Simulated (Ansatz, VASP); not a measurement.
## Two plane-wave programs on Pd

```
Pd
1.0
     0.00000    2.80734    2.80734
     2.80734    0.00000    2.80734
     2.80734    2.80734    0.00000
Pd
2
Cartesian
  0.7018 0.7018 0.7018
  4.9129 4.9129 4.9129
```

Alike in both runs: task single point; functional LDA; k mesh 16 × 16 × 16; occupations fermi-dirac, width 0.05 eV; collinear spin.

|  | VASP | Ansatz |
| --- | --- | --- |
| version | VASP 6.6.1 | Ansatz 0.2.0 |
| potentials or method | VASP PAW LDA potentials, release 64 (Pd), cutoff 520 eV | plane waves (420 eV) with PAW, scalar-relativistic |
| valence electrons in the cell | 20 | 36 |

|  | VASP | Ansatz | Ansatz less VASP |
| --- | --- | --- | --- |
| net moment per atom (μB) | 0.00 | 0.44 | +0.445 |
| size of the moment on the site where the two differ most (μB) | 0.00 | 0.42 | +0.422 |

The net moments are unlike, so the other rows may belong to different states. Ansatz warns that its potentials were made for another functional, while VASP's fit it. LDA's correlation is that of Perdew and Zunger in VASP and of Perdew and Wang (1992) in Ansatz. Site moments also hang on the region over which each program counts them. VASP's potentials hold 20 valence electrons a cell and Ansatz's 36, so a difference there can come from the potentials and not from the codes. Ansatz's warnings: seeded moment not kept, stability check not made.
